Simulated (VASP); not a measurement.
The system is Cu.

```
CELL_PARAMETERS angstrom
2.53076 0.00000 0.00000
-1.26538 2.19171 0.00000
0.00000 0.00000 8.26182
ATOMIC_POSITIONS crystal
Cu 0.66667 0.33333 0.75000
Cu 0.00000 0.00000 0.50000
Cu 0.33333 0.66667 0.25000
Cu 0.00000 0.00000 0.00000
```

Base run:

| Property | Result |
| --- | --- |
| Program | VASP 6.6.1 |
| Functional | PBEsol |
| Potentials or basis | VASP PAW PBE potentials, release 64 (Cu) |
| Cutoff | 520 eV |
| k mesh | 12 × 12 × 4 |
| Occupations | fermi-dirac, width 0.05 eV |
| Spin | no spin polarisation |

Its results: band gap on the k mesh zero (band 22 reaches 11.17 eV, above the bottom of band 23 at 5.96 eV); pressure -1.2 GPa.

After a change of settings the same cell gave: band gap on the k mesh zero (band 22 reaches 11.38 eV, above the bottom of band 23 at 6.14 eV); pressure 7.4 GPa. Which change was it?
A. further incar settings from ALGO = Normal; EDIFF = 1e-07; NBANDS = 30 to ALGO = Normal; EDIFF = 1e-06; NBANDS = 30
B. functional from PBEsol to PBE; further incar settings from ALGO = Normal; EDIFF = 1e-07; NBANDS = 30 to ALGO = Fast; EDIFF = 1e-07; NBANDS = 30
C. potentials or basis from VASP PAW PBE potentials, release 64 (Cu) to VASP PAW PBE potentials, release 64 (Cu_sv_GW); cutoff from 520 eV to 700 eV; further incar settings from ALGO = Normal; EDIFF = 1e-07; NBANDS = 30 to ALGO = Normal; EDIFF = 1e-06; NBANDS = 46; valence electrons from 44 to 76
D. functional from PBEsol to LDA; potentials or basis from VASP PAW PBE potentials, release 64 (Cu) to VASP PAW LDA potentials, release 64 (Cu)

B.

Caveats: the PAW data sets were made with another functional, which shifts forces and pressure a little (some runs).
